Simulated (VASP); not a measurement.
# AlNi3 (Im-3m) in VASP: further runs

AlNi3 is run at these levels: PBE; tasks: single point, relaxation of cell and atoms.

All numbers are computed with VASP 6.6.1; they aren't measurements. Logs are shortened: lines on timing, memory, paths and dates and some standing lists are left out, and cuts for length are marked.

**1. The cell of the first run**

Symmetry: Im-3m, No. 229, cubic system. Conventional cell: a = 4.708 Å, b = 4.708 Å, c = 4.708 Å, α = 90.00°, β = 90.00°, γ = 90.00°. Within 3.1 Å of Al (site symmetry m-3m) lie 6 Ni at 2.35 Å. Ni (site symmetry 4/mmm) has 2 Al at 2.35 Å and 4 Ni at 2.35 Å within 3.1 Å.

**2. Single point, PBE, collinear spin, ferrimagnetic start**

Contents of INCAR:

```
SYSTEM = AlNi3
ALGO     = Normal         ! electronic algorithm
EDIFF    = 1E-6           ! SCF threshold, eV
ENCUT    = 520            ! plane-wave cutoff, eV
GGA      = PE             ! functional
ISIF     = 2              ! what is computed and relaxed
ISMEAR   = 0              ! smearing method
ISPIN    = 2              ! spin polarisation
LASPH    = .True.         ! aspherical terms in the spheres
LCHARG   = .False.        ! write CHGCAR
LMAXMIX  = 4              ! l up to which the mixer works
LORBIT   = 11             ! projections on sites
LREAL    = .False.        ! projectors in reciprocal space
LWAVE    = .False.        ! write WAVECAR
MAGMOM   = 0 2 2 -2       ! initial moments
NBANDS   = 28             ! bands
NELM     = 150            ! most SCF steps
PREC     = Accurate       ! precision mode
SIGMA    = 0.1            ! smearing width, eV
```

Contents of KPOINTS:

```
k-points
0
Gamma
  6 6 6
  0 0 0
```

Contents of POSCAR:

```
AlNi3
1.0
   -2.3542476100      2.3542476100      2.3542476100
    2.3542476100     -2.3542476100      2.3542476100
    2.3542476100      2.3542476100     -2.3542476100
Al Ni
1 3
Direct
    0.0000000000      0.0000000000      0.0000000000
    0.0000000000      0.5000000000      0.5000000000
    0.5000000000      0.0000000000      0.5000000000
    0.5000000000      0.5000000000      0.0000000000
```

Potentials or basis: VASP PAW PBE potentials, release 64 (Al, Ni).

Started as:

```bash
$ cat potpaw_PBE.64/Al/POTCAR potpaw_PBE.64/Ni/POTCAR > POTCAR
$ mpirun -np 1 vasp_std > vasp.out
```

OUTCAR:

```text
SYSTEM = AlNi3
   EDIFF = 1E-6
   ENCUT = 520
   GGA = PE
   ISIF = 2
   ISMEAR = 0
   ISPIN = 2
   LASPH = .True.
   LORBIT = 11
   LREAL = .False.
   NELM = 150
   PREC = Accurate

 ion  position               nearest neighbor table
   1  0.000  0.000  0.000-   2 2.35   3 2.35   4 2.35   2 2.35   3 2.35   4 2.35
   2  0.000  0.500  0.500-   1 2.35   3 2.35   4 2.35   1 2.35   4 2.35   3 2.35
   3  0.500  0.000  0.500-   1 2.35   2 2.35   4 2.35   4 2.35   1 2.35   2 2.35
   4  0.500  0.500  0.000-   1 2.35   2 2.35   3 2.35   3 2.35   2 2.35   1 2.35

  LATTYP: Found a body centered cubic cell.
 ALAT       =     4.7084952200

  Lattice vectors:

 A1 = (  -2.3542476100,   2.3542476100,   2.3542476100)
 A2 = (   2.3542476100,  -2.3542476100,   2.3542476100)
 A3 = (   2.3542476100,   2.3542476100,  -2.3542476100)

Analysis of symmetry for initial positions (statically):
=====================================================================
 Subroutine PRICEL returns:
 Original cell was already a primitive cell.

 Routine SETGRP: Setting up the symmetry group for a
 body centered cubic supercell.

 Subroutine GETGRP returns: Found 48 space group operations
 (whereof 48 operations were pure point group operations)
 out of a pool of 48 trial point group operations.

The static configuration has the point symmetry O_h .

Analysis of symmetry for dynamics (positions and initial velocities):
=====================================================================
 Subroutine PRICEL returns:
 Original cell was already a primitive cell.

 Routine SETGRP: Setting up the symmetry group for a
 body centered cubic supercell.

 Subroutine GETGRP returns: Found 48 space group operations
 (whereof 48 operations were pure point group operations)
 out of a pool of 48 trial point group operations.

The dynamic configuration has the point symmetry O_h .

Analysis of structural, dynamic, and magnetic symmetry:
=====================================================================
 Subroutine PRICEL returns:
 Original cell was already a primitive cell.

 Routine SETGRP: Setting up the symmetry group for a
 body centered cubic supercell.

 Subroutine GETGRP returns: Found 16 space group operations
 (whereof 16 operations were pure point group operations)
 out of a pool of 48 trial point group operations.

The overall configuration has the point symmetry D_4h.

 Subroutine INISYM returns: Found 16 space group operations
 (whereof 16 operations are pure point group operations),
 and found     1 'primitive' translations

----------------------------------------------------------------------------------------

                                     Primitive cell

  volume of cell :      52.1935

  direct lattice vectors                    reciprocal lattice vectors
    -2.354247610  2.354247610  2.354247610     0.000000000  0.212382078  0.212382078
     2.354247610 -2.354247610  2.354247610     0.212382078  0.000000000  0.212382078
     2.354247610  2.354247610 -2.354247610     0.212382078  0.212382078  0.000000000

  length of vectors
     4.077676474  4.077676474  4.077676474     0.300353615  0.300353615  0.300353615

  position of ions in fractional coordinates (direct lattice)
     0.000000000  0.000000000  0.000000000
     0.000000000  0.500000000  0.500000000
     0.500000000  0.000000000  0.500000000
     0.500000000  0.500000000  0.000000000

  ion indices of the primitive-cell ions
   primitive index   ion index
                 1           1
                 2           2
                 3           3
                 4           4

----------------------------------------------------------------------------------------

 KPOINTS: k-points

Automatic generation of k-mesh.
 Grid dimensions read from file:
 generate k-points for:    6    6    6

 Generating k-lattice:

  Cartesian coordinates                     Fractional coordinates (reciprocal lattice)
     0.000000000  0.035397013  0.035397013     0.166666667  0.000000000  0.000000000
     0.035397013  0.000000000  0.035397013     0.000000000  0.166666667  0.000000000
     0.035397013  0.035397013  0.000000000     0.000000000  0.000000000  0.166666667

  Length of vectors
     0.050058936  0.050058936  0.050058936

  Shift w.r.t. Gamma in fractional coordinates (k-lattice)
     0.000000000  0.000000000  0.000000000

 Subroutine IBZKPT returns following result:
 ===========================================

 Found     30 irreducible k-points:

 Following reciprocal coordinates:
            Coordinates               Weight
  0.000000  0.000000  0.000000      1.000000
  0.166667  0.000000  0.000000      8.000000
  0.000000  0.000000  0.166667      4.000000
  0.333333  0.000000  0.000000      8.000000
  0.000000  0.000000  0.333333      4.000000
  0.500000  0.000000  0.000000      4.000000
[... 16 lines left out ...]
  0.166667  0.500000  0.500000      8.000000
 -0.333333  0.500000  0.166667     16.000000
 [... further k-points ...]
   k-points           NKPTS =     30   k-points in BZ     NKDIM =     30   number of bands    NBANDS=     28
   number of dos      NEDOS =    301   number of ions     NIONS =      4
   total plane-waves  NPLWV =  27000
   dimension x,y,z NGX =    30 NGY =   30 NGZ =   30
   dimension x,y,z NGXF=    60 NGYF=   60 NGZF=   60
   ions per type =               1   3
   NGX,Y,Z   is equivalent  to a cutoff of  12.23, 12.23, 12.23 a.u.
   NGXF,Y,Z  is equivalent  to a cutoff of  24.46, 24.46, 24.46 a.u.
 SYSTEM =  AlNi3
   PREC   = accura    normal or accurate (medium, high low for compatibility)
   ISTART =      0    job   : 0-new  1-cont  2-samecut
   ICHARG =      2    charge: 1-file 2-atom 10-const
   ISPIN  =      2    spin polarized calculation?
   LNONCOLLINEAR =      F non collinear calculations
   LSORBIT =      F    spin-orbit coupling
   LASPH  =      T    aspherical Exc in radial PAW
   ENCUT  =  520.0 eV  38.22 Ry    6.18 a.u.   7.58  7.58  7.58*2*pi/ulx,y,z
   NELM   =    150;   NELMIN=  2; NELMDL= -5     # of ELM steps
   EDIFF  = 0.1E-05   stopping-criterion for ELM
   LREAL  =      F    real-space projection
   EDIFFG = 0.1E-04   stopping-criterion for IOM
   NSW    =      0    number of steps for IOM
   IBRION =     -1    ionic relax: 0-MD 1-quasi-New 2-CG
   NFREE  =      0    steps in history (QN), initial steepest desc. (CG)
   ISIF   =      2    stress and relaxation
   ISYM   =      2    0-nonsym 1-usesym 2-fastsym
   POTIM  = 0.5000    time-step for ionic-motion
   TEBEG  =    0.0;   TEEND  =   0.0 temperature during run
   PSTRESS=    0.0 pullay stress
   NELECT =      33.0000    total number of electrons
   NUPDOWN=      -1.0000    fix difference up-down
   EMIN   =  10.00;   EMAX   =-10.00  energy-range for DOS
   EFERMI =   0.00;   METHOD = LEGACY
   ISMEAR =     0;   SIGMA  =   0.10  broadening in eV -4-tet -1-fermi 0-gaus
   EFERMI_NEDOS =   21; number of points for ismear=-14 and -15
   IALGO  =     38    algorithm
   IMIX   =      4    mixing-type and parameters
     AMIX     =   0.40;   BMIX     =  1.00
     AMIX_MAG =   1.60;   BMIX_MAG =  1.00
  volume/ion in A,a.u.               =      13.05        88.05
  Fermi-wavevector in a.u.,A,eV,Ry     =   1.405100  2.655255 26.862077  1.974307
  Thomas-Fermi vector in A             =   2.527595
   LORBIT       =     11    0 simple, 1 ext, 2 COOP (PROOUT), +10 PAW based schemes
   GGA     = PE    functional components
   LHFCALC =     F    Hartree Fock is set to
   AEXX    =    0.0000 exact exchange contribution
   IVDW    =     0    specifies the selected vdW correction
   LEPSILON=     F    determine dielectric tensor
   LRPA    =     F    only Hartree local field effects (RPA)
 spin polarized calculation
 Gauss-broadening in eV      SIGMA  =   0.10
  energy-cutoff  :      520.00
  volume of cell :       52.19
 maximum number of plane-waves:      1433
   NGX = 15   NGY = 15   NGZ = 15

 number of electron      32.9999955 magnetization       0.2540855

 Free energy of the ion-electron system (eV)
  ---------------------------------------------------
  ext. energy  EPLUGINS =         0.00000000
  ---------------------------------------------------
  free energy    TOTEN  =       -18.95360800 eV

  energy without entropy =      -18.92496964  energy(sigma->0) =      -18.93928882

 E-fermi :   7.6647     XC(G=0): -11.8335

 val. band max:        7.6613412930   @ k =  -0.1667   0.1667   0.1667
 cond. band min:       7.6673898116   @ k =   0.0000   0.0000   0.0000
 fundamental gap:      0.0060485186
 Fermi energy:         7.6646937795

 spin component 1

 k-point     1 :       0.0000    0.0000    0.0000
  band No.  band energies     occupation
      1      -1.2794      1.00000
      2       4.4133      1.00000
      3       4.4134      1.00000
      4       4.4134      1.00000
      5       4.9163      1.00000
      6       4.9164      1.00000
[... 20 lines left out ...]
     27      16.6070      0.00000
[... 691 lines left out ...]
      6       5.2664      1.00000
[... 20 lines left out ...]
     27      22.5315      0.00000
     28      23.1273      0.00000

 [... further k-points ...]

 spin component 2

 k-point     1 :       0.0000    0.0000    0.0000
  band No.  band energies     occupation
      1      -1.2758      1.00000
      2       4.4850      1.00000
      3       4.4850      1.00000
      4       4.4850      1.00000
      5       4.9729      1.00000
      6       4.9730      1.00000
[... 20 lines left out ...]
     27      16.6368      0.00000
[... 691 lines left out ...]
      6       5.3189      1.00000
[... 20 lines left out ...]
     27      22.5404      0.00000
     28      23.1428      0.00000

 [... further k-points ...]

------------------------ aborting loop because EDIFF is reached ----------------------------------------

  FORCE on cell =-STRESS in cart. coord.  units (eV):
  Direction    XX          YY          ZZ          XY          YZ          ZX
  --------------------------------------------------------------------------------------
  -------------------------------------------------------------------------------------
  Total        0.7976417      0.7976417      0.8005777      0.0000000      0.0000000      0.0000000
  in kB       24.4851071     24.4851071     24.5752353      0.0000000      0.0000000      0.0000000
  external PRESSURE =      24.5151498 kB  Pullay stress =       0.0000000 kB

 VOLUME and BASIS-vectors are now :
 -----------------------------------------------------------------------------
  energy-cutoff  :      520.00
  volume of cell :       52.19
      direct lattice vectors                 reciprocal lattice vectors
    -2.354247610  2.354247610  2.354247610     0.000000000  0.212382078  0.212382078
     2.354247610 -2.354247610  2.354247610     0.212382078  0.000000000  0.212382078
     2.354247610  2.354247610 -2.354247610     0.212382078  0.212382078  0.000000000

 POSITION                                       TOTAL-FORCE (eV/Angst)
 -----------------------------------------------------------------------------------
      0.00000      0.00000      0.00000        -0.000000      0.000000      0.000000
      2.35425      0.00000      0.00000        -0.000000      0.000000      0.000000
      0.00000      2.35425      0.00000        -0.000000      0.000000      0.000000
      0.00000      0.00000      2.35425         0.000000     -0.000000     -0.000000
 -----------------------------------------------------------------------------------
    total drift:                                0.000000     -0.000000      0.000000

  FREE ENERGIE OF THE ION-ELECTRON SYSTEM (eV)
  ---------------------------------------------------
  free  energy   TOTEN  =       -18.9536079966 eV

  energy  without entropy=      -18.9249696372  energy(sigma->0) =      -18.93928882

 total charge

# of ion       s       p       d       tot
------------------------------------------
    1        0.446   0.361   0.000   0.806
    2        0.514   0.380   8.442   9.336
    3        0.514   0.380   8.442   9.336
    4        0.514   0.380   8.443   9.336
--------------------------------------------------
tot          1.986   1.500  25.327  28.814

 magnetization (x)

# of ion       s       p       d       tot
------------------------------------------
    1        0.002   0.000   0.000   0.002
    2        0.000  -0.000   0.085   0.085
    3        0.000  -0.000   0.085   0.085
    4        0.000  -0.000   0.085   0.085
--------------------------------------------------
tot          0.003  -0.001   0.255   0.257
```

Run time: 93 s. Hardware: 1 thread of Intel Xeon 6975P-C, shared host; peak memory 0.22 GiB.

What came out:

* Free energy: -18.9536 eV
* Pressure: 2.5 GPa
* Net moment: 0.25 μB per cell
* Site moments: Al +0.00; Ni +0.09 μB
* Valence electrons inside the program's atomic spheres: Al 0.81; Ni 9.34

(Continued in part 2 of 2.)
